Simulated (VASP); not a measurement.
# GaN (Fm-3m) in VASP: notebook, part 2 of 2

VASP 6.6.1. The steps go on from the part before.

## (3) Single point, PBE-based screened hybrid with 35 % exact exchange

File POSCAR:

```
GaN
1.0
    0.0000000000      2.1085153689      2.1085153689
    2.1085153689      0.0000000000      2.1085153689
    2.1085153689      2.1085153689      0.0000000000
Ga N
1 1
Direct
    0.5000000000      0.5000000000      0.5000000000
    0.0000000000      0.0000000000      0.0000000000
```

File INCAR.step1:

```
SYSTEM = GaN
PREC = Accurate
ENCUT = 520
EDIFF = 1E-5
ISMEAR = 0
SIGMA = 0.01
LREAL = .FALSE.
LASPH = .TRUE.
NELM = 60
ALGO = Normal
ISIF = 2
LWAVE = .TRUE.
GGA = PE
NBANDS = 16
```

File INCAR.step2:

```
SYSTEM = GaN
PREC = Accurate
ENCUT = 520
EDIFF = 1E-7
ISMEAR = 0
SIGMA = 0.01
LREAL = .FALSE.
LASPH = .TRUE.
NELM = 60
ALGO = Normal
ISIF = 2
LWAVE = .FALSE.
LCHARG = .TRUE.
GGA = PE
LHFCALC = .TRUE.
AEXX = 0.35
HFSCREEN = 0.1
PRECFOCK = Normal
LELF = .TRUE.
LVHAR = .TRUE.
ISTART = 1
NBANDS = 16
```

File KPOINTS:

```
Automatic mesh
0
G
  6 6 6
  0 0 0
```

Potentials or basis: VASP PAW PBE potentials, release 64 (Ga_d, N).

Launch:

```sh
$ cat potpaw_PBE.64/Ga_d/POTCAR potpaw_PBE.64/N/POTCAR > POTCAR
$ cp INCAR.step1 INCAR
$ mpirun -np 1 vasp_std > vasp.out
$ cp INCAR.step2 INCAR
$ mpirun -np 1 vasp_std > vasp.out
```

OUTCAR:

```text
SYSTEM = GaN
   PREC = Accurate
   ENCUT = 520
   EDIFF = 1E-7
   ISMEAR = 0
   LREAL = .FALSE.
   LASPH = .TRUE.
   NELM = 60
   ISIF = 2
   GGA = PE
   LHFCALC = .TRUE.
   AEXX = 0.35
   HFSCREEN = 0.1
   PRECFOCK = Normal
   ISTART = 1

 ion  position               nearest neighbor table
   1  0.500  0.500  0.500-   2 2.11   2 2.11   2 2.11   2 2.11   2 2.11   2 2.11
   2  0.000  0.000  0.000-   1 2.11   1 2.11   1 2.11   1 2.11   1 2.11   1 2.11

  LATTYP: Found a face centered cubic cell.
 ALAT       =     4.2170307378

  Lattice vectors:

 A1 = (   0.0000000000,   2.1085153689,   2.1085153689)
 A2 = (   2.1085153689,   0.0000000000,   2.1085153689)
 A3 = (   2.1085153689,   2.1085153689,   0.0000000000)

Analysis of symmetry for initial positions (statically):
=====================================================================
 Subroutine PRICEL returns:
 Original cell was already a primitive cell.

 Routine SETGRP: Setting up the symmetry group for a
 face centered cubic supercell.

 Subroutine GETGRP returns: Found 48 space group operations
 (whereof 48 operations were pure point group operations)
 out of a pool of 48 trial point group operations.

The static configuration has the point symmetry O_h .

Analysis of symmetry for dynamics (positions and initial velocities):
=====================================================================
 Subroutine PRICEL returns:
 Original cell was already a primitive cell.

 Routine SETGRP: Setting up the symmetry group for a
 face centered cubic supercell.

 Subroutine GETGRP returns: Found 48 space group operations
 (whereof 48 operations were pure point group operations)
 out of a pool of 48 trial point group operations.

The dynamic configuration has the point symmetry O_h .

 Subroutine INISYM returns: Found 48 space group operations
 (whereof 48 operations are pure point group operations),
 and found     1 'primitive' translations
[... 111 lines left out ...]
   GGA     = PE    functional components
   LHFCALC =     T    Hartree Fock is set to
   PRECFOCK=normal    Normal, Fast or Accurate (Low or Medium for compatibility)
   ENCUT4O =  -1.0   cutoff for four orbital integrals eV
   NKREDX  =     1    reduce k-point grid by
   NKREDY  =     1    reduce k-point grid by
   NKREDZ  =     1    reduce k-point grid by
   AEXX    =    0.3500 exact exchange contribution
   HFSCREEN=    0.1000 screening length (either q_TF or 0.3 A-1)
   HFSCREENC=   0.1000 screening length for correlation (either q_TF or 0.3 A-1)
   ENCUTFOCK=  -1.0 apply spherical cutoff to Coloumb kernel
   IVDW    =     0    specifies the selected vdW correction
   LEPSILON=     F    determine dielectric tensor
   LRPA    =     F    only Hartree local field effects (RPA)
 non-spin polarized calculation
 Gauss-broadening in eV      SIGMA  =   0.01
  energy-cutoff  :      520.00
  volume of cell :       18.75
 maximum number of plane-waves:       531
 NGX is ok and might be reduce to    24
  NGX = 18; NGY = 18; NGZ = 18

 number of electron      18.0000008 magnetization

 Free energy of the ion-electron system (eV)
  ---------------------------------------------------
  ext. energy  EPLUGINS =         0.00000000
  ---------------------------------------------------
  free energy    TOTEN  =       -15.55536886 eV

  energy without entropy =      -15.55536886  energy(sigma->0) =      -15.55536886

 E-fermi :   6.7349     XC(G=0):  -9.4359

 val. band max:        6.6419989034   @ k =  -0.1667   0.1667   0.0000
 cond. band min:       9.5836692435   @ k =   0.5000   0.5000   0.0000
 fundamental gap:      2.9416703401
 Fermi energy:         6.7349446749

 k-point     1 :       0.0000    0.0000    0.0000
  band No.  band energies     occupation
      1     -13.0632      2.00000
      2     -10.5721      2.00000
      3     -10.5721      2.00000
      4     -10.5721      2.00000
      5     -10.5581      2.00000
      6     -10.5581      2.00000
[... 281 lines left out ...]
      3     -10.5730      2.00000
      4     -10.4420      2.00000
      5     -10.3059      2.00000
      6      -6.8311      2.00000
[... 8 lines left out ...]
     15      31.7001      0.00000
     16      37.9001      0.00000

------------------------ aborting loop because EDIFF is reached ----------------------------------------

  FORCE on cell =-STRESS in cart. coord.  units (eV):
  Direction    XX          YY          ZZ          XY          YZ          ZX
  --------------------------------------------------------------------------------------
  -------------------------------------------------------------------------------------
  Total       -0.5473126     -0.5473126     -0.5473126     -0.0000000      0.0000000     -0.0000000
  in kB      -46.7719763    -46.7719763    -46.7719763     -0.0000000      0.0000000     -0.0000000
  external PRESSURE =     -46.7719763 kB  Pullay stress =       0.0000000 kB

 VOLUME and BASIS-vectors are now :
 -----------------------------------------------------------------------------
  energy-cutoff  :      520.00
  volume of cell :       18.75
      direct lattice vectors                 reciprocal lattice vectors
     0.000000000  2.108515369  2.108515369    -0.237133676  0.237133676  0.237133676
     2.108515369  0.000000000  2.108515369     0.237133676 -0.237133676  0.237133676
     2.108515369  2.108515369  0.000000000     0.237133676  0.237133676 -0.237133676

 POSITION                                       TOTAL-FORCE (eV/Angst)
 -----------------------------------------------------------------------------------
      2.10852      2.10852      2.10852         0.000000     -0.000000     -0.000000
      0.00000      0.00000      0.00000        -0.000000      0.000000      0.000000
 -----------------------------------------------------------------------------------
    total drift:                               -0.000000     -0.000000      0.000000

  FREE ENERGIE OF THE ION-ELECTRON SYSTEM (eV)
  ---------------------------------------------------
  free  energy   TOTEN  =       -15.5553688630 eV

  energy  without entropy=      -15.5553688630  energy(sigma->0) =      -15.55536886
```

OSZICAR.step1:

```text
N       E                     dE             d eps       ncg     rms          rms(c)
DAV:   1     0.885421566578E+02    0.88542E+02   -0.86759E+03   536   0.214E+03
DAV:   2    -0.713297136018E+01   -0.95675E+02   -0.88103E+02   584   0.350E+02
DAV:   3    -0.129580073295E+02   -0.58250E+01   -0.57990E+01   552   0.715E+01
DAV:   4    -0.130146085263E+02   -0.56601E-01   -0.56596E-01   672   0.752E+00
DAV:   5    -0.130151163936E+02   -0.50787E-03   -0.50786E-03   616   0.673E-01    0.738E+00
DAV:   6    -0.111962690047E+02    0.18188E+01   -0.43624E+00   728   0.400E+01    0.237E+00
DAV:   7    -0.111872977142E+02    0.89713E-02   -0.22036E-01   576   0.504E+00    0.158E+00
DAV:   8    -0.111742159566E+02    0.13082E-01   -0.30583E-02   600   0.211E+00    0.511E-01
DAV:   9    -0.111724573274E+02    0.17586E-02   -0.60370E-03   632   0.185E+00    0.108E-01
DAV:  10    -0.111724808325E+02   -0.23505E-04   -0.49321E-04   592   0.255E-01    0.155E-02
DAV:  11    -0.111724758207E+02    0.50118E-05   -0.33697E-05   600   0.629E-02
   1 F= -.11172476E+02 E0= -.11172476E+02  d E =-.105044E-32
```

Run time: 32 min. Hardware: 1 thread of Intel Xeon Platinum 8375C at 2.90GHz (Ice Lake), shared host; peak memory 0.26 GiB.

Results:

* Free energy: -15.5554 eV
* Pressure: -4.7 GPa
* Band gap on the k mesh: 2.94 eV (least direct gap 5.22 eV)

Caveat: the k points lie up to 0.43 Å⁻¹ apart; the PAW data sets were made with another functional, which shifts forces and pressure a little.

## (4) Single point, PBE-based screened hybrid with 30 % exact exchange

POSCAR is that of step 3.

File INCAR.step1:

```
PREC = Accurate ; ENCUT = 520
EDIFF = 1E-5 ; ISMEAR = 0
SIGMA = 0.01 ; LREAL = False
LASPH = True ; NELM = 100
ALGO = Normal ; ISIF = 2
LWAVE = True ; GGA = PE
NBANDS = 16
```

File INCAR.step2:

```
PREC = Accurate ; ENCUT = 520
EDIFF = 1E-6 ; ISMEAR = 0
SIGMA = 0.01 ; LREAL = False
LASPH = True ; NELM = 100
ALGO = Normal ; ISIF = 2
LWAVE = False ; LCHARG = True
GGA = PE ; LHFCALC = True
AEXX = 0.3 ; HFSCREEN = 0.2078
PRECFOCK = Normal ; LELF = True
LVHAR = True ; ISTART = 1
NBANDS = 16
```

File KPOINTS:

```
Automatic mesh
0
Gamma
  6 6 6
```

Launch:

```sh
$ cat potpaw_PBE.64/Ga_d/POTCAR potpaw_PBE.64/N/POTCAR > POTCAR
$ cp INCAR.step1 INCAR
$ mpirun -np 1 vasp_std > vasp.out
$ cp INCAR.step2 INCAR
$ mpirun -np 1 vasp_std > vasp.out
```

Wall time 29 min (1 thread of Intel Xeon Platinum 8375C at 2.90GHz (Ice Lake), shared host); peak memory 0.25 GiB.

It converged, with:

```
Free energy            : -14.3238 eV
Pressure               : -2.2 GPa
Band gap on the k mesh : 2.16 eV (least direct gap 4.44 eV)
```

Levels at points of the mesh, in eV from the valence-band top:
```csv
k point,band 6,band 7,band 8,band 9,band 10,band 11,band 12,band 13
"(0.00, 0.00, 0.00)",-16.69,-0.53,-0.53,-0.53,3.91,16.46,16.46,16.46
"(0.50, 0.00, 0.00)",-15.97,-9.10,-0.23,-0.23,6.23,10.95,10.95,12.04
"(0.50, 0.50, 0.00)",-12.94,-7.89,-3.36,-3.36,2.16,9.17,14.47,17.19
```

Caveat: the k points lie up to 0.43 Å⁻¹ apart; the PAW data sets were made with another functional, which shifts forces and pressure a little.

## (5) Single point, PBE-based global hybrid with 50 % exact exchange

POSCAR is that of step 4.

File INCAR.step1:

```
PREC     = Accurate       # precision mode
ENCUT    = 520            # plane-wave cutoff, eV
EDIFF    = 1E-5           # SCF threshold, eV
ISMEAR   = 0              # smearing method
SIGMA    = 0.01           # smearing width, eV
LREAL    = False          # projectors in reciprocal space
LASPH    = True           # aspherical terms in the spheres
NELM     = 100            # most SCF steps
ALGO     = Normal         # electronic algorithm
ISIF     = 2              # what is computed and relaxed
LWAVE    = True           # write WAVECAR
LCHARG   = False          # write CHGCAR
NBANDS   = 16             # bands
GGA      = PE             # functional
```

File INCAR.step2:

```
PREC     = Accurate       # precision mode
ENCUT    = 520            # plane-wave cutoff, eV
EDIFF    = 1E-7           # SCF threshold, eV
ISMEAR   = 0              # smearing method
SIGMA    = 0.01           # smearing width, eV
LREAL    = False          # projectors in reciprocal space
LASPH    = True           # aspherical terms in the spheres
NELM     = 100            # most SCF steps
ALGO     = Normal         # electronic algorithm
ISIF     = 2              # what is computed and relaxed
LWAVE    = False          # write WAVECAR
LCHARG   = False          # write CHGCAR
GGA      = PE             # functional
LHFCALC  = True           # exact exchange
AEXX     = 0.5            # exact-exchange fraction
PRECFOCK = Normal       
NBANDS   = 16             # bands
ISTART   = 1
```

KPOINTS is that of step 4.

Launch:

```sh
$ cat potpaw_PBE.64/Ga_d/POTCAR potpaw_PBE.64/N/POTCAR > POTCAR
$ cp INCAR.step1 INCAR
$ mpirun -np 1 vasp_std > vasp.out
$ cp INCAR.step2 INCAR
$ mpirun -np 1 vasp_std > vasp.out
```

It took 31 min on 1 thread of AMD EPYC 7R13 (Zen 3), shared host; peak memory 0.12 GiB.

The run converged. Its results:

| Quantity | Value |
| --- | --- |
| Free energy | -18.4048 eV |
| Pressure | -9.6 GPa |
| Band gap on the k mesh | 4.80 eV (least direct gap 7.13 eV) |

Levels at points of the mesh, in eV from the valence-band top:
```tsv
k point	band 5	band 6	band 7	band 8	band 9	band 10	band 11	band 12	band 13	band 14
(0.00, 0.00, 0.00)	-18.56	-18.56	-0.55	-0.55	-0.55	6.58	19.23	19.23	19.23	20.78
(0.50, 0.00, 0.00)	-18.37	-17.17	-9.66	-0.26	-0.26	8.83	13.77	13.77	15.37	21.42
(0.50, 0.50, 0.00)	-18.31	-14.22	-8.40	-3.55	-3.55	4.80	11.67	17.73	20.54	20.54
```

Caveat: the k points lie up to 0.43 Å⁻¹ apart; the PAW data sets were made with another functional, which shifts forces and pressure a little. A k mesh can miss the band edges.

## (6) Single point, PBE-based screened hybrid with 75 % exact exchange

POSCAR is that of step 5.

File INCAR.step1:

```
  ALGO = Normal
  EDIFF = 1E-5
  ENCUT = 520
  GGA = PE
  ISIF = 2
  ISMEAR = 0
  LASPH = T
  LCHARG = F
  LREAL = F
  LWAVE = T
  NBANDS = 16
  NELM = 100
  PREC = Accurate
  SIGMA = 0.01
```

File INCAR.step2:

```
  AEXX = 0.75
  ALGO = Normal
  EDIFF = 1E-6
  ENCUT = 520
  GGA = PE
  HFSCREEN = 0.5
  ISIF = 2
  ISMEAR = 0
  ISTART = 1
  LASPH = T
  LCHARG = F
  LHFCALC = T
  LREAL = F
  LWAVE = F
  NBANDS = 16
  NELM = 100
  PREC = Accurate
  PRECFOCK = Normal
  SIGMA = 0.01
```

File KPOINTS:

```
k-points
0
Gamma
  6 6 6
```

Potentials or basis: VASP PAW PBE potentials, release 64 (Ga_d, N).

Launch:

```sh
$ cat potpaw_PBE.64/Ga_d/POTCAR potpaw_PBE.64/N/POTCAR > POTCAR
$ cp INCAR.step1 INCAR
$ mpirun -np 1 vasp_std > vasp.out
$ cp INCAR.step2 INCAR
$ mpirun -np 1 vasp_std > vasp.out
```

It took 26 min on 1 thread of AMD EPYC 7R13 (Zen 3), shared host; peak memory 0.23 GiB.

It converged, with:

- Free energy: -16.4052 eV
- Pressure: -11.0 GPa
- Band gap on the k mesh: 3.03 eV (least direct gap 5.21 eV)

Levels at points of the mesh, in eV from the valence-band top:
```tsv
k point	band 6	band 7	band 8	band 9	band 10	band 11	band 12	band 13
(0.00, 0.00, 0.00)	-20.09	-0.47	-0.47	-0.47	4.75	17.16	17.16	17.16
(0.50, 0.00, 0.00)	-17.76	-9.43	-0.29	-0.29	6.91	11.87	11.87	13.54
(0.50, 0.50, 0.00)	-15.04	-8.21	-3.49	-3.49	3.03	9.60	15.89	18.79
```

Caveat: the k points lie up to 0.43 Å⁻¹ apart; the PAW data sets were made with another functional, which shifts forces and pressure a little. A k mesh can miss the band edges.

## (7) Summary

| level | k mesh | smearing | grid for exact exchange (PRECFOCK) | share of exact exchange | screening parameter | gap on the mesh (eV) | pressure (GPa) |
| --- | --- | --- | --- | --- | --- | --- | --- |
| PBE | 8 × 8 × 8 | fermi-dirac 0.5 eV | - | - | - | - | 11.4 |
| PBE-based screened hybrid with 35 % exact exchange | 6 × 6 × 6 | gaussian 0.01 eV | Normal | 0.35 | 0.1 1/Å | 2.94 | -4.7 |
| PBE-based screened hybrid with 30 % exact exchange | 6 × 6 × 6 | gaussian 0.01 eV | Normal | 0.3 | 0.2078 1/Å | 2.16 | -2.2 |
| PBE-based global hybrid with 50 % exact exchange | 6 × 6 × 6 | gaussian 0.01 eV | Normal | 0.5 | - | 4.80 | -9.6 |
| PBE-based screened hybrid with 75 % exact exchange | 6 × 6 × 6 | gaussian 0.01 eV | Normal | 0.75 | 0.5 1/Å | 3.03 | -11.0 |

Alike in all rows: task single point; potentials or basis VASP PAW PBE potentials, release 64 (Ga_d, N); no spin polarisation; cell as given; cutoff (eV) 520.

Caveats: some runs use coarse meshes; the PAW data sets were made with another functional, which shifts forces and pressure a little (at least some runs); the cell stands under pressure (at least some runs); so wide a smearing shifts energies and pressures (at least some runs).

Absolute energies hang on the potentials; compare differences alone.
